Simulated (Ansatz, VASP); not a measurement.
# BN: VASP beside Ansatz

Contents of INCAR:

```
SYSTEM = BN
PREC = Accurate ; ENCUT = 520
EDIFF = 1E-6 ; ISMEAR = -1
SIGMA = 0.02 ; LREAL = .FALSE.
LASPH = .TRUE. ; NELM = 60
ALGO = Normal ; ISIF = 2
LWAVE = .FALSE. ; LCHARG = .FALSE.
GGA = PE ; NBANDS = 11
```

KPOINTS

```
regular mesh
0
G
  12 12 12
  0 0 0
```

Contents of POSCAR:

```
BN
1.0
    0.0000000000      3.2928550384      2.1632762179
    1.2509583998      0.0000000000      2.1632762179
    1.2509583998      3.2928550384      0.0000000000
B N
1 1
Direct
    0.0001138443      0.0001138443      0.9998861557
    0.6665861457      0.6665861457      0.3334138543
```

Input for Ansatz:

```yaml
crystal:
  lattice:
    - [0.0, 3.2928550384, 2.1632762179]
    - [1.2509583998, 0.0, 2.1632762179]
    - [1.2509583998, 3.2928550384, 0.0]
  atoms:
    - { symbol: B, position: [0.0001138443, 0.0001138443, 0.9998861557] }
    - { symbol: "N", position: [0.6665861457, 0.6665861457, 0.3334138543] }
kpoints:
  mp_grid: { grid: [12, 12, 12] }
  band_path:
    path:
      - [[0.0, 0.0, 0.0], [0.5, 1.716638692235e-19, 0.5], [1.0, 0.5, 0.5], [0.5, 0.5, -1.897098687291e-34], [0.0, 0.0, 0.0], [-1.585558098109e-17, 0.3696802989296, 0.3696802989296]]
      - [[1.0, 0.6303197010704, 0.6303197010704], [1.0, 0.5, 0.5]]
      - [[0.5, 1.716638692235e-19, 0.5], [0.5, 0.297517974274, 0.797517974274]]
      - [[0.5, 0.702482025726, 0.202482025726], [0.5, 0.5, -1.897098687291e-34]]
      - [[0.0, 0.0, 0.0], [0.5, 0.5, 0.5]]
    npoints: 10
hamiltonian:
  xc: pbe
scf:
  occupations: { method: fermi_dirac, width: 0.02 }
  n_extra_bands: 4
output:
  forces: true
  stress: true
  eigenvalues: true
```

Alike in both runs: task single point; functional PBE; k mesh 12 × 12 × 12; occupations fermi-dirac, width 0.02 eV; no spin polarisation.

|  | VASP | Ansatz |
| --- | --- | --- |
| version | VASP 6.6.1 | Ansatz 0.2.0 |
| potentials or method | VASP PAW PBE potentials, release 64 (B, N) | plane waves, PAW |
| plane-wave cutoff (eV) | 520 | 420 |
| valence electrons in the cell | 8 | 8 |

```csv
,VASP,Ansatz,Ansatz less VASP
gap on the k mesh at the Fermi level (eV),3.59,3.60,+0.008
pressure (GPa),4.7,4.6,-0.08
"traceless stress, the component that is largest in VASP (GPa)",-1.31,-1.11,+0.208
```
